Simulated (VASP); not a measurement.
# Sr (P6_3/mmc) in VASP: a series of runs, part 2 of 2

VASP 6.6.1. The steps go on from the part before.

### 3 Single point, r2SCAN (strain +0.000 along x and y, -0.025 along z)

The input, POSCAR:

```
Sr
1.0
    4.3100002207      0.0000000000      0.0000000000
   -2.1550001104      3.7325696814      0.0000000000
    0.0000000000      0.0000000000      6.8737500000
Sr
2
Direct
    0.3333333333      0.6666666667      0.2500000000
    0.6666666667      0.3333333333      0.7500000000
```

The input, INCAR.step1:

```
PREC = Accurate
ENCUT = 520
ISMEAR = 0
SIGMA = 0.15
LREAL = F
LASPH = T
NELM = 80
NBANDS = 17
GGA = PE
ALGO = Normal
EDIFF = 1E-4
LWAVE = T
LCHARG = F
```

The input, INCAR.step2:

```
PREC = Accurate
ENCUT = 520
EDIFF = 1E-6
ISMEAR = 0
SIGMA = 0.15
LREAL = F
LASPH = T
NELM = 80
ALGO = Normal
ISIF = 2
LWAVE = F
LCHARG = T
METAGGA = R2SCAN
LMIXTAU = T
LELF = T
LVHAR = T
NBANDS = 17
ISTART = 1
```

The input, KPOINTS:

```
regular mesh
0
Gamma
  12 12 8
```

Potentials or basis: VASP PAW PBE potentials, release 64 (Sr_sv).

On the command line:

```sh
$ cat potpaw_PBE.64/Sr_sv/POTCAR > POTCAR
$ cp INCAR.step1 INCAR
$ mpirun -np 1 vasp_std > vasp.out
$ cp INCAR.step2 INCAR
$ mpirun -np 1 vasp_std > vasp.out
```

OUTCAR:

```text
PREC = Accurate
   ENCUT = 520
   EDIFF = 1E-6
   ISMEAR = 0
   LREAL = F
   LASPH = T
   NELM = 80
   ISIF = 2
   METAGGA = R2SCAN
   ISTART = 1

 ion  position               nearest neighbor table
   1  0.333  0.667  0.250-   2 4.24   2 4.24   2 4.24   2 4.24   2 4.24   2 4.24
   2  0.667  0.333  0.750-   1 4.24   1 4.24   1 4.24   1 4.24   1 4.24   1 4.24

  LATTYP: Found a hexagonal cell.
 ALAT       =     4.3100002207
 C/A-ratio  =     1.5948375053

  Lattice vectors:

 A1 = (   4.3100002207,   0.0000000000,   0.0000000000)
 A2 = (  -2.1550001104,   3.7325696814,   0.0000000000)
 A3 = (   0.0000000000,   0.0000000000,   6.8737500000)

Analysis of symmetry for initial positions (statically):
=====================================================================
 Subroutine PRICEL returns:
 Original cell was already a primitive cell.

 Routine SETGRP: Setting up the symmetry group for a
 hexagonal supercell.

 Subroutine GETGRP returns: Found 24 space group operations
 (whereof 12 operations were pure point group operations)
 out of a pool of 24 trial point group operations.

The static configuration has the point symmetry D_3d.
[... 162 lines left out ...]

 E-fermi :   1.6317     XC(G=0):  -7.7789

 val. band max:        1.6303981425   @ k =   0.0833   0.0833   0.0000
 cond. band min:       1.6321758797   @ k =   0.1667   0.0833   0.0000
 fundamental gap:      0.0017777372
 Fermi energy:         1.6317302440

 k-point     1 :       0.0000    0.0000    0.0000
  band No.  band energies     occupation
      1     -36.4316      2.00000
      2     -36.4150      2.00000
      3     -17.9002      2.00000
      4     -17.7243      2.00000
      5     -17.7243      2.00000
      6     -17.6933      2.00000
[... 457 lines left out ...]
      4     -17.8165      2.00000
      5     -17.8024      2.00000
      6     -17.7559      2.00000
[... 9 lines left out ...]
     16       5.5235      0.00000
     17       5.6233      0.00000

 [... further k-points ...]

------------------------ aborting loop because EDIFF is reached ----------------------------------------

  FORCE on cell =-STRESS in cart. coord.  units (eV):
  Direction    XX          YY          ZZ          XY          YZ          ZX
  --------------------------------------------------------------------------------------
  -------------------------------------------------------------------------------------
  Total        0.1416953      0.1416953      0.6622038     -0.0000000      0.0000000      0.0000000
  in kB        2.0529912      2.0529912      9.5945217     -0.0000000      0.0000000      0.0000000
  external PRESSURE =       4.5668347 kB  Pullay stress =       0.0000000 kB

 VOLUME and BASIS-vectors are now :
 -----------------------------------------------------------------------------
  energy-cutoff  :      520.00
  volume of cell :      110.58
      direct lattice vectors                 reciprocal lattice vectors
     4.310000221  0.000000000  0.000000000     0.232018550  0.133955972  0.000000000
    -2.155000110  3.732569681  0.000000000     0.000000000  0.267911944  0.000000000
     0.000000000  0.000000000  6.873750000     0.000000000  0.000000000  0.145480997

 POSITION                                       TOTAL-FORCE (eV/Angst)
 -----------------------------------------------------------------------------------
     -0.00000      2.48838      1.71844        -0.000000     -0.000000     -0.000000
      2.15500      1.24419      5.15531         0.000000      0.000000      0.000000
 -----------------------------------------------------------------------------------
    total drift:                               -0.000000      0.000000     -0.000000

  FREE ENERGIE OF THE ION-ELECTRON SYSTEM (eV)
  ---------------------------------------------------
  free  energy   TOTEN  =       -30.1920830917 eV

  energy  without entropy=      -30.1650825026  energy(sigma->0) =      -30.17858280
```

OSZICAR.step1:

```text
N       E                     dE             d eps       ncg     rms          rms(c)
DAV:   1     0.106877687041E+03    0.10688E+03   -0.93636E+03  3230   0.985E+02
DAV:   2     0.540020785184E+01   -0.10148E+03   -0.10003E+03  4131   0.229E+02
DAV:   3    -0.303290271275E+01   -0.84331E+01   -0.84006E+01  5844   0.465E+01
DAV:   4    -0.327097205511E+01   -0.23807E+00   -0.23771E+00  4395   0.678E+00
DAV:   5    -0.327506516601E+01   -0.40931E-02   -0.40927E-02  5245   0.763E-01    0.159E+01
DAV:   6    -0.327692298739E+01   -0.18578E-02   -0.13761E-02  4239   0.120E+00    0.898E+00
DAV:   7    -0.327861691610E+01   -0.16939E-02   -0.23638E-02  3982   0.156E+00    0.425E-01
DAV:   8    -0.327869943632E+01   -0.82520E-04   -0.30166E-03  5155   0.273E-01    0.139E-01
DAV:   9    -0.327875314548E+01   -0.53709E-04   -0.11957E-04  3426   0.570E-02
   1 F= -.32787531E+01 E0= -.32649709E+01  d E =-.275646E-01
```

Wall time 3.5 min (1 thread of Intel Xeon 6975P-C (Granite Rapids), shared host); peak memory 0.34 GiB.

Results:

* Free energy: -30.1921 eV
* Pressure: 0.5 GPa
* Band gap on the k mesh: zero (bands 10 and 11 overlap by 0.42 eV)

Caveat: the cell differs from its parent crystal (strain +0.000 along x and y, -0.025 along z); the PAW data sets were made with another functional, which shifts forces and pressure a little.
